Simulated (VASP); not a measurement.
A run of VASP 6.6.1:

INCAR

```
PREC     = Accurate       # precision mode
ENCUT    = 500            # plane-wave cutoff, eV
EDIFF    = 1E-6           # SCF threshold, eV
ISMEAR   = -1             # smearing method
SIGMA    = 0.3            # smearing width, eV
LREAL    = False          # projectors in reciprocal space
LASPH    = True           # aspherical terms in the spheres
NELM     = 120            # most SCF steps
ALGO     = Normal         # electronic algorithm
ISIF     = 2              # what is computed and relaxed
LWAVE    = False          # write WAVECAR
LCHARG   = True           # write CHGCAR
GGA      = PS             # functional
LELF     = True           # ELF
LVHAR    = True         
NBANDS   = 11             # bands
GGA_COMPAT= False
```

The input KPOINTS:

```
Automatic mesh
0
Gamma
  5 5 5
  0.5 0.5 0.5
```

The input POSCAR:

```
Sr
1.0
   -2.4350000000      2.4350000000      2.4350000000
    2.4350000000     -2.4350000000      2.4350000000
    2.4350000000      2.4350000000     -2.4350000000
Sr
1
Direct
    0.0000000000      0.0000000000      0.0000000000
```

Potentials or basis: VASP PAW PBE potentials, release 64 (Sr_sv).

The run is started by

```console
$ cat potpaw_PBE.64/Sr_sv/POTCAR > POTCAR
$ mpirun -np 1 vasp_std > vasp.out
```

Hardware: 1 thread of Intel Xeon 8259CL (shared host).

Question: Estimate the wall time of this run.

Answer: It took 12 s on 1 thread of Intel Xeon 8259CL, on a shared host, peak memory 0.17 GiB. Counts: scf iterations 11, k points 10.
